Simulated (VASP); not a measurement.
# Sr (Immm) in VASP: further runs, part 2 of 3

VASP 6.6.1.

### 3 Single point, PBEsol (strain +0.0300 x Voigt [0, 0, 0, 0, 0, 1])

Contents of INCAR:

```
SYSTEM = Sr
ALGO = Fast
EDIFF = 1E-6
ENCUT = 520
GGA = PS
ISIF = 2
ISMEAR = 0
LASPH = .TRUE.
LCHARG = .TRUE.
LELF = .TRUE.
LREAL = .FALSE.
LVHAR = .TRUE.
LWAVE = .FALSE.
NBANDS = 11
NELM = 60
PREC = Accurate
SIGMA = 0.03
```

Contents of KPOINTS:

```
k-points
0
G
  10 10 10
  0 0 0
```

Contents of POSCAR:

```
Sr
1.0
    0.0456352500      3.0423500000      3.0423500000
    3.0423500000      0.0456352500      3.0423500000
    3.0879852500      3.0879852500      0.0000000000
Sr
1
Direct
    0.0000000000      0.0000000000      0.0000000000
```

Potentials or basis: VASP PAW PBE potentials, release 64 (Sr_sv).

Command:

```sh
cat potpaw_PBE.64/Sr_sv/POTCAR > POTCAR
mpirun -np 1 vasp_std > vasp.out
```

OUTCAR:

```text
SYSTEM = Sr
   EDIFF = 1E-6
   ENCUT = 520
   GGA = PS
   ISIF = 2
   ISMEAR = 0
   LASPH = .TRUE.
   LREAL = .FALSE.
   NELM = 60
   PREC = Accurate

 ion  position               nearest neighbor table
   1  0.000  0.000  0.000-

  LATTYP: Found a body centered orthorhombic cell.
 ALAT       =     4.2379946420
 B/A-ratio  =     1.0304568528
 C/A-ratio  =     1.4357498095

  Lattice vectors:

 A1 = (   3.0423500000,   0.0456352500,  -3.0423500000)
 A2 = (  -3.0423500000,  -0.0456352500,  -3.0423500000)
 A3 = (   0.0456352500,   3.0423500000,   3.0423500000)

Analysis of symmetry for initial positions (statically):
=====================================================================
 Subroutine PRICEL returns:
 Original cell was already a primitive cell.

 Routine SETGRP: Setting up the symmetry group for a
 body centered orthorhombic supercell.

 Subroutine GETGRP returns: Found  8 space group operations
 (whereof  8 operations were pure point group operations)
 out of a pool of  8 trial point group operations.

The static configuration has the point symmetry D_2h.

Analysis of symmetry for dynamics (positions and initial velocities):
=====================================================================
 Subroutine PRICEL returns:
 Original cell was already a primitive cell.

 Routine SETGRP: Setting up the symmetry group for a
 body centered orthorhombic supercell.

 Subroutine GETGRP returns: Found  8 space group operations
 (whereof  8 operations were pure point group operations)
 out of a pool of  8 trial point group operations.

The dynamic configuration has the point symmetry D_2h.

 Subroutine INISYM returns: Found  8 space group operations
 (whereof  8 operations are pure point group operations),
 and found     1 'primitive' translations

[... 113 lines left out ...]
  volume/ion in A,a.u.               =      56.31       379.98
  Fermi-wavevector in a.u.,A,eV,Ry     =   0.920213  1.738950 11.521297  0.846791
  Thomas-Fermi vector in A             =   2.045493
   LORBIT       =      0    0 simple, 1 ext, 2 COOP (PROOUT), +10 PAW based schemes
   GGA     = PS    functional components
   LHFCALC =     F    Hartree Fock is set to
   AEXX    =    0.0000 exact exchange contribution
   IVDW    =     0    specifies the selected vdW correction
   LEPSILON=     F    determine dielectric tensor
   LRPA    =     F    only Hartree local field effects (RPA)
 non-spin polarized calculation
 RMM-DIIS sequential band-by-band and
 Gauss-broadening in eV      SIGMA  =   0.03
  energy-cutoff  :      520.00
  volume of cell :       56.31
 maximum number of plane-waves:      1548
   NGX = 15   NGY = 15   NGZ = 17

 number of electron      10.0000000 magnetization

 Free energy of the ion-electron system (eV)
  ---------------------------------------------------
  ext. energy  EPLUGINS =         0.00000000
  ---------------------------------------------------
  free energy    TOTEN  =        -1.82455675 eV

  energy without entropy =       -1.82362333  energy(sigma->0) =       -1.82409004

 E-fermi :   1.4359     XC(G=0):  -7.3588

 val. band max:        1.4266146859   @ k =  -0.4000   0.3000   0.0000
 cond. band min:       1.4438593557   @ k =  -0.3000   0.5000   0.3000
 fundamental gap:      0.0172446698
 Fermi energy:         1.4359018377

 k-point     1 :       0.0000    0.0000    0.0000
  band No.  band energies     occupation
      1     -35.1689      2.00000
      2     -17.0747      2.00000
      3     -17.0731      2.00000
      4     -17.0727      2.00000
      5      -2.2049      2.00000
      6       3.6074      0.00000
      7       3.7127      0.00000
      8       3.8438      0.00000
      9       5.1647      0.00000
     10       5.1672      0.00000
     11       8.4519      0.00000
[... 309 lines left out ...]
 k-point    24 :       0.4000    0.3000    0.0000
  band No.  band energies     occupation
      1     -35.1554      2.00000
      2     -17.2117      2.00000
      3     -17.1307      2.00000
      4     -17.1262      2.00000
      5       0.0454      2.00000
      6       2.0585      0.00000
      7       2.7404      0.00000
      8       4.7232      0.00000
      9       5.2662      0.00000
     10       6.0845      0.00000
     11       7.6954      0.00000

 [... further k-points ...]

------------------------ aborting loop because EDIFF is reached ----------------------------------------

  FORCE on cell =-STRESS in cart. coord.  units (eV):
  Direction    XX          YY          ZZ          XY          YZ          ZX
  --------------------------------------------------------------------------------------
  -------------------------------------------------------------------------------------
  Total       -0.3134666     -0.3134666     -0.3008032     -0.0624431      0.0000000      0.0000000
  in kB       -8.9195324     -8.9195324     -8.5592015     -1.7767852      0.0000000      0.0000000
  external PRESSURE =      -8.7994221 kB  Pullay stress =       0.0000000 kB

 VOLUME and BASIS-vectors are now :
 -----------------------------------------------------------------------------
  energy-cutoff  :      520.00
  volume of cell :       56.31
      direct lattice vectors                 reciprocal lattice vectors
     0.045635250  3.042350000  3.042350000    -0.166849381  0.166849381  0.164346640
     3.042350000  0.045635250  3.042350000     0.166849381 -0.166849381  0.164346640
     3.087985250  3.087985250  0.000000000     0.161917872  0.161917872 -0.164346640

 POSITION                                       TOTAL-FORCE (eV/Angst)
 -----------------------------------------------------------------------------------
      0.00000      0.00000      0.00000         0.000000      0.000000      0.000000
 -----------------------------------------------------------------------------------
    total drift:                                0.000000      0.000000     -0.000000

  FREE ENERGIE OF THE ION-ELECTRON SYSTEM (eV)
  ---------------------------------------------------
  free  energy   TOTEN  =        -1.8245567522 eV

  energy  without entropy=       -1.8236233341  energy(sigma->0) =       -1.82409004
```

Wall time 27 s (1 thread of Intel Xeon 6975P-C (Granite Rapids), shared host); peak memory 0.25 GiB.

Results:

```yaml
Free_energy: -1.8246 eV
Pressure: -0.9 GPa
Band_gap_on_the_k_mesh: zero (bands 5 and 6 overlap by 0.10 eV)
```

Levels at points of the mesh, in eV from the Fermi level:
```
           k point  band 2  band 3  band 4  band 5  band 6  band 7  band 8  band 9
(0.00, 0.00, 0.00)  -18.51  -18.51  -18.51   -3.64    2.17    2.28    2.41    3.73
(0.50, 0.00, 0.00)  -18.70  -18.54  -18.53   -1.10    0.08    2.02    2.20    4.71
(0.50, 0.50, 0.00)  -18.68  -18.58  -18.57   -0.64    0.33    0.99    4.76    4.93
(0.00, 0.00, 0.50)  -18.68  -18.54  -18.53   -1.19   -0.02    2.07    2.26    4.65
(0.50, 0.00, 0.50)  -18.68  -18.58  -18.57   -0.64    0.34    0.99    4.73    5.03
```

Caveat: the cell differs from its parent crystal (strain +0.0300 x Voigt [0, 0, 0, 0, 0, 1]); the PAW data sets were made with another functional, which shifts forces and pressure a little.

### 4 Single point, PBEsol (strain -0.0200 x Voigt [0, 0, 0, 0, 0, 1])

Contents of INCAR:

```
  ALGO = Normal
  EDIFF = 1E-6
  ENCUT = 520
  GGA = PS
  ISIF = 2
  ISMEAR = 0
  LASPH = T
  LCHARG = T
  LELF = T
  LREAL = F
  LVHAR = T
  LWAVE = F
  NBANDS = 11
  NELM = 100
  PREC = Accurate
  SIGMA = 0.03
```

Contents of KPOINTS:

```
k-points
0
Gamma
  10 10 10
```

Contents of POSCAR:

```
Sr
1.0
   -0.0304235000      3.0423500000      3.0423500000
    3.0423500000     -0.0304235000      3.0423500000
    3.0119265000      3.0119265000      0.0000000000
Sr
1
Direct
    0.0000000000      0.0000000000      0.0000000000
```

Command:

```sh
cat potpaw_PBE.64/Sr_sv/POTCAR > POTCAR
mpirun -np 1 vasp_std > vasp.out
```

Run time: 21 s. Hardware: 1 thread of Intel Xeon 6975P-C (Granite Rapids), shared host; peak memory 0.25 GiB.

The run converged. Its results:

| Property | Result |
| --- | --- |
| Free energy | -1.8250 eV |
| Pressure | -0.9 GPa |
| Band gap on the k mesh | zero (bands 5 and 6 overlap by 0.09 eV) |

Stress tensor (GPa, compression positive):
```
-0.91  0.09  0.00
 0.09 -0.91  0.00
 0.00  0.00 -0.86
```

Levels at points of the mesh, in eV from the Fermi level:
| k point | band 1 | band 2 | band 3 | band 4 | band 5 | band 6 | band 7 | band 8 | band 9 | band 10 |
| --- | --- | --- | --- | --- | --- | --- | --- | --- | --- | --- |
| (0.00, 0.00, 0.00) | -36.60 | -18.51 | -18.51 | -18.51 | -3.64 | 2.21 | 2.28 | 2.37 | 3.73 | 3.73 |
| (0.50, 0.00, 0.00) | -36.59 | -18.69 | -18.54 | -18.53 | -1.18 | -0.01 | 2.09 | 2.22 | 4.69 | 4.77 |
| (0.50, 0.50, 0.00) | -36.59 | -18.68 | -18.58 | -18.57 | -0.64 | 0.33 | 0.98 | 4.75 | 5.01 | 5.03 |
| (0.00, 0.00, 0.50) | -36.59 | -18.70 | -18.54 | -18.53 | -1.11 | 0.06 | 2.06 | 2.18 | 4.72 | 4.79 |
| (0.50, 0.00, 0.50) | -36.59 | -18.68 | -18.58 | -18.58 | -0.64 | 0.34 | 0.99 | 4.74 | 5.04 | 5.04 |

Caveat: the cell differs from its parent crystal (strain -0.0200 x Voigt [0, 0, 0, 0, 0, 1]); the PAW data sets were made with another functional, which shifts forces and pressure a little.

[end of part 2 of 3]
